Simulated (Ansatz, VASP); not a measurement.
## One calculation of MgC2S2N2, two programs

File INCAR:

```
ALGO = Normal ; EDIFF = 1E-6
ENCUT = 520 ; GGA = PE
ISIF = 2 ; ISMEAR = -5
LASPH = T ; LCHARG = T
LELF = T ; LREAL = F
LVHAR = T ; LWAVE = F
NBANDS = 25 ; NELM = 100
PREC = Accurate ; SIGMA = 0.1
```

KPOINTS

```
k-points
0
Gamma
  5 5 3
```

File POSCAR:

```
MgC2S2N2
1.0
    0.0000000000      3.7811070000      0.0000000000
    5.3705460000     -1.8905530000      0.0000000000
    1.6170750000      0.0000000000     -6.0190230000
Mg C N S
1 2 2 2
Direct
    0.0000000000      0.0000000000      0.0000000000
    0.7586100000      0.5172200000      0.7780000000
    0.2413900000      0.4827800000      0.2220000000
    0.8596300000      0.7192600000      0.8234200000
    0.1403700000      0.2807400000      0.1765800000
    0.6103000000      0.2206000000      0.7332000000
    0.3897000000      0.7794000000      0.2668000000
```

Input for Ansatz:

```yaml
crystal:
  lattice:
    - [0.0, 3.781107, 0.0]
    - [5.370546, -1.890553, 0.0]
    - [1.617075, 0.0, -6.019023]
  atoms:
    - { symbol: Mg, position: [0.0, 0.0, 0.0] }
    - { symbol: C, position: [0.75861, 0.51722, 0.778] }
    - { symbol: C, position: [0.24139, 0.48278, 0.222] }
    - { symbol: "N", position: [0.85963, 0.71926, 0.82342] }
    - { symbol: "N", position: [0.14037, 0.28074, 0.17658] }
    - { symbol: S, position: [0.6103, 0.2206, 0.7332] }
    - { symbol: S, position: [0.3897, 0.7794, 0.2668] }
  symmetry: { tolerance: 0.0003 }
kpoints:
  mp_grid: { grid: [5, 5, 3], shift: [0, 0, 0] }
magnetization:
  spin_polarized: false
scf:
  occupations: { method: tetrahedron }
hamiltonian:
  pseudopotentials: { kind: paw }
  xc: pbe
basis:
  ecutwfc: 420
output:
  forces: true
  stress: true
  eigenvalues: true
```

Alike in both runs: task single point; functional PBE; k mesh 5 × 5 × 3; occupations tetrahedron; no spin polarisation.

|  | VASP | Ansatz |
| --- | --- | --- |
| version | VASP 6.6.1 | Ansatz 0.2.0 |
| potentials or method | VASP PAW PBE potentials, release 64 (Mg, C, N, S), cutoff 520 eV | PAW plane waves |
| valence electrons in the cell | 32 | 40 |

Ansatz gave:

- gap on the k mesh at the Fermi level (eV): 3.80
- pressure (GPa): -1.0
- traceless stress, the component that is largest in VASP (GPa): -8.02
- rms of the force components (eV/Å): 0.770

**Question.** Which values does VASP return?

**Answer.** gap on the k mesh at the Fermi level (eV): 3.82; pressure (GPa): -1.1; traceless stress, the component that is largest in VASP (GPa): -8.01; rms of the force components (eV/Å): 0.704.

Atom by atom the forces differ by 0.162 eV/Å (rms over components). With one functional, cell and mesh, what is left measures potentials, basis and numerics. VASP's potentials hold 32 valence electrons a cell and Ansatz's 40, so a difference there can come from the potentials and not from the codes. Ansatz's warnings: band table not solved further, tetrahedron derivatives may miss energy slope.

Noted on VASP's run: the standard files for N, O and F lose accuracy on very short bonds.
